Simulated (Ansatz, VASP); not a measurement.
## AlN in VASP and in Ansatz

Contents of INCAR:

```
PREC = Accurate ; ENCUT = 600
EDIFF = 1E-6 ; ISMEAR = 0
SIGMA = 0.05 ; LREAL = F
LASPH = T ; NELM = 120
ALGO = Normal ; ISIF = 2
LWAVE = F ; LCHARG = F
GGA = PS ; NBANDS = 26
GGA_COMPAT = F
```

The input KPOINTS:

```
Automatic mesh
0
Gamma
  8 8 3
```

The input POSCAR:

```
AlN
1.0
   -3.1137929129      0.0000000000      0.0000000000
   -1.5568964565     -2.6966237647      0.0000000000
   -0.1297413714     -0.2247186471     10.6671109118
Al N
4 4
Direct
    0.3333333333      0.2629044998      0.8451460020
    0.3333333333      0.3018369054      0.3779571354
    0.6666666667      0.6546364415      0.1443627022
    0.6666666667      0.6157040359      0.6115515687
    0.3333333333      0.3258973557      0.0892317311
    0.3333333333      0.2869649502      0.5564205976
    0.6666666667      0.6397644863      0.3228261643
    0.6666666667      0.6008320808      0.7900150309
```

Input for Ansatz:

```yaml
crystal:
  lattice:
    - [-3.1137929129, 0.0, 0.0]
    - [-1.5568964565, -2.6966237647, 0.0]
    - [-0.1297413714, -0.2247186471, 10.6671109118]
  atoms:
    - { symbol: Al, position: [0.3333333333, 0.2629044998, 0.845146002] }
    - { symbol: Al, position: [0.3333333333, 0.3018369054, 0.3779571354] }
    - { symbol: Al, position: [0.6666666667, 0.6546364415, 0.1443627022] }
    - { symbol: Al, position: [0.6666666667, 0.6157040359, 0.6115515687] }
    - { symbol: "N", position: [0.3333333333, 0.3258973557, 0.0892317311] }
    - { symbol: "N", position: [0.3333333333, 0.2869649502, 0.5564205976] }
    - { symbol: "N", position: [0.6666666667, 0.6397644863, 0.3228261643] }
    - { symbol: "N", position: [0.6666666667, 0.6008320808, 0.7900150309] }
basis:
  ecutwfc: 520.0
kpoints:
  mp_grid: { grid: [8, 8, 3] }
hamiltonian:
  xc: pbesol
scf:
  occupations: { method: gaussian, width: 0.05 }
output:
  forces: true
  stress: true
  eigenvalues: true
```

Alike in both runs: task single point; functional PBEsol; k mesh 8 × 8 × 3; occupations gaussian, width 0.05 eV; no spin polarisation.

|  | VASP | Ansatz |
| --- | --- | --- |
| version | VASP 6.6.1 | Ansatz 0.2.0 |
| potentials or method | VASP PAW PBE potentials, release 64 (Al, N), cutoff 600 eV | scalar-relativistic, plane waves, PAW |
| valence electrons in the cell | 32 | 32 |

|  | VASP | Ansatz | Ansatz less VASP |
| --- | --- | --- | --- |
| gap on the k mesh at the Fermi level (eV) | 1.99 | 1.97 | -0.017 |
| least direct gap on the mesh (eV) | 1.99 | 1.97 | -0.017 |
| pressure (GPa) | -4.7 | -4.6 | +0.16 |
| traceless stress, the component that is largest in VASP (GPa) | -6.79 | -6.69 | +0.099 |
| rms of the force components (eV/Å) | 0.639 | 0.642 | +0.0023 |

VASP's potentials were made for PBE, not for PBEsol. Atom by atom the forces differ by 0.004 eV/Å (rms over components). With one functional, cell and mesh, what is left measures potentials, basis and numerics.
